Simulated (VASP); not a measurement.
Here is a VASP 6.6.1 calculation.

File INCAR:

```
ALGO = Normal ; EDIFF = 1E-6
ENCUT = 500 ; GGA = PE
GGA_COMPAT = False ; ISIF = 2
ISMEAR = 0 ; LASPH = True
LCHARG = True ; LELF = True
LREAL = False ; LVHAR = True
LWAVE = False ; NBANDS = 16
NELM = 120 ; PREC = Accurate
SIGMA = 0.01
```

Contents of KPOINTS:

```
k-points
0
Gamma
  8 8 8
```

Contents of POSCAR:

```
ZnS
1.0
    0.0000000000      2.7215931340      2.7215931340
    2.7215931340      0.0000000000      2.7215931340
    2.7215931340      2.7215931340      0.0000000000
Zn S
1 1
Direct
    0.0000000000      0.0000000000      0.0000000000
    0.2500000000      0.2500000000      0.2500000000
```

Potentials or basis: VASP PAW PBE potentials, release 64 (Zn, S).

The run is started by

```sh
$ cat potpaw_PBE.64/Zn/POTCAR potpaw_PBE.64/S/POTCAR > POTCAR
$ mpirun -np 1 vasp_std > vasp.out
```

What does it give for the band gap on the k mesh?

2.02 eV.

Estimate the pressure.

0.2 GPa.
